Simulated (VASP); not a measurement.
# NaH: single point with PBEsol

The system is NaH.

```xyz
2
Lattice="0.0000 2.3390 2.3390 2.3390 0.0000 2.3390 2.3390 2.3390 0.0000" Properties=species:S:1:pos:R:3 pbc="T T T"
Na    0.0000    0.0000    0.0000
H     2.3390    2.3390    2.3390
```

```json
{"Program": "VASP 6.6.1", "Task": "single point", "Functional": "PBEsol", "Potentials or basis": "VASP PAW PBE potentials, release 64 (Na_pv, H)", "Cutoff": "520 eV", "k mesh": "8 × 8 × 8", "Occupations": "gaussian, width 0.01 eV", "Spin": "no spin polarisation"}
```

The pressure is 2.0 GPa and the band gap on the k mesh is 3.72 eV, indirect (least direct gap 4.66 eV).

Levels at points of the mesh, in eV from the valence-band top:
```csv
k point,band 1,band 2,band 3,band 4,band 5,band 6,band 7,band 8,band 9
"(0.00, 0.00, 0.00)",-21.84,-21.84,-21.84,-4.01,11.30,16.13,16.13,16.13,17.33
"(0.50, 0.00, 0.00)",-21.98,-21.86,-21.86,-0.95,3.72,11.31,13.84,13.84,17.26
"(0.50, 0.50, 0.00)",-21.96,-21.89,-21.89,-0.21,4.60,10.13,11.11,11.11,12.74
```

It took 12 s on 1 thread of Intel(R) Xeon(R) Platinum 8175M CPU @ 2.50GHz (Skylake/Cascade Lake), with other jobs on the host, peak memory 0.15 GiB.

Caveat: the PAW data sets were made with another functional, which shifts forces and pressure a little. PBEsol gaps usually lie below the measured ones, often by a third to a half.
